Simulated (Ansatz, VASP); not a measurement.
**Two plane-wave programs on Al3Cu**

```
Al Cu
1.0
     3.66887    0.00000    0.00000
     0.00000    3.66887    0.00000
     0.00000    0.00000    4.14216
Al Cu
3 1
Direct
  0.00000 0.50000 0.50000
  0.50000 0.00000 0.50000
  0.50000 0.50000 0.00000
  0.00000 0.00000 0.00000
```

Alike in both runs: task single point; functional LDA; k mesh 12 × 12 × 12; occupations gaussian, width 0.15 eV; no spin polarisation.

```csv
,VASP,Ansatz
version,VASP 6.6.1,Ansatz 0.2.0
potentials or method,"VASP PAW LDA potentials, release 64 (Al, Cu), cutoff 520 eV","scalar-relativistic, plane waves, PAW"
valence electrons in the cell,20,28
```

|  | VASP | Ansatz | Ansatz less VASP |
| --- | --- | --- | --- |
| gap on the k mesh at the Fermi level (eV) | none | none | - |
| pressure (GPa) | 4.4 | 4.1 | -0.31 |
| traceless stress, the component that is largest in VASP (GPa) | -8.48 | -8.47 | +0.019 |

Ansatz warns that its potentials were made for another functional, while VASP's fit it. LDA's correlation is that of Perdew and Zunger in VASP and of Perdew and Wang (1992) in Ansatz. A gap of «none» marks a metal or a gap that the smearing closes. VASP's potentials hold 20 valence electrons a cell and Ansatz's 28, so a difference there can come from the potentials and not from the codes.
